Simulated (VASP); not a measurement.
Here is a VASP 6.6.1 calculation.

File INCAR:

```
  ALGO = Normal
  DIPOL = 0.5 0.5 0.329
  EDIFF = 1E-6
  ENCUT = 520
  GGA = PE
  IDIPOL = 3
  ISIF = 2
  ISMEAR = 0
  ISPIN = 2
  LASPH = True
  LCHARG = False
  LDIPOL = True
  LORBIT = 11
  LREAL = False
  LWAVE = False
  MAGMOM = 0 0 0 0 0 0 0 0 2
  NBANDS = 32
  NELM = 150
  PREC = Accurate
  SIGMA = 0.05
```

File KPOINTS:

```
k-points
0
Gamma
  9 6 1
```

The input POSCAR:

```
Si4C5
1.0
    3.0967389835      0.0000000000      0.0000000000
    0.0000000000      4.3794502696      0.0000000000
    0.0000000000      0.0000000000     20.1332068409
Si C
4 5
Direct
    0.5000000000      0.5000000000      0.1986767449
    0.0000000000      0.0000000000      0.2755829975
    0.5000000000      0.4971399929      0.3554907356
    0.0000000000      0.9498903522      0.4168952508
    0.0000000000      0.2500000000      0.1986767449
    0.5000000000      0.7500000000      0.2755829975
    0.0000000000      0.2559423736      0.3541649052
    0.5000000000      0.7547379257      0.4288043583
    0.6666666667      1.4214045924      0.4528763432
```

Potentials or basis: VASP PAW PBE potentials, release 64 (Si, C).

Run with:

```bash
$ cat potpaw_PBE.64/Si/POTCAR potpaw_PBE.64/C/POTCAR > POTCAR
$ mpirun -np 1 vasp_std > vasp.out
```

(1) Predict the site moments.

(2) Estimate the net moment.

Answers

(1) Si +0.06, +0.00, +0.01, -0.00; C -0.03, +0.00, +0.05 (each value once) μB.

(2) 0.21 μB per cell.
